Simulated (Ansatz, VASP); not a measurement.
## Ag in VASP and in Ansatz

```
Ag
1.0
     0.00000    1.94258    1.94258
     1.94258    0.00000    1.94258
     1.94258    1.94258    0.00000
Ag
1
Cartesian
  0.0000 0.0000 0.0000
```

Change from the starting cell: volume scaled by 0.88, LAPW.

Alike in both runs: task single point; functional PBEsol; k mesh 16 × 16 × 16; occupations fermi-dirac, width 0.1 eV; no spin polarisation.

|  | VASP | Ansatz |
| --- | --- | --- |
| version | VASP 6.6.1 | Ansatz 0.2.0 |
| potentials or method | VASP PAW PBE potentials, release 64 (Ag), cutoff 520 eV | all-electron LAPW, scalar-relativistic |

```tsv
	VASP	Ansatz	Ansatz less VASP
pressure (GPa)	21.4	21.9	+0.43
```

VASP's potentials were made for PBE, not for PBEsol. Ansatz ran all-electron here, and VASP with PAW potentials.
